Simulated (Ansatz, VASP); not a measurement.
**Two plane-wave programs on GaSb**

```
Ga Sb
1.0
     0.00000    3.04642    3.04642
     3.04642    0.00000    3.04642
     3.04642    3.04642    0.00000
Ga Sb
1 1
Direct
  0.00000 0.00000 0.00000
  0.25000 0.25000 0.25000
```

Alike in both runs: task single point; functional PBE; k mesh 6 × 6 × 6; occupations fermi-dirac, width 0.02 eV; no spin polarisation.

|  | VASP | Ansatz |
| --- | --- | --- |
| version | VASP 6.6.1 | Ansatz 0.2.0 |
| potentials or method | VASP PAW PBE potentials, release 64 (Ga_d, Sb_d_GW) | plane waves, PAW |
| plane-wave cutoff (eV) | 500 | 420 |
| valence electrons in the cell | 28 | 28 |

|  | VASP | Ansatz | Ansatz less VASP |
| --- | --- | --- | --- |
| pressure (GPa) | 3.0 | 3.0 | +0.01 |

With one functional, cell and mesh, what is left measures potentials, basis and numerics.

Spin-orbit coupling is off throughout.
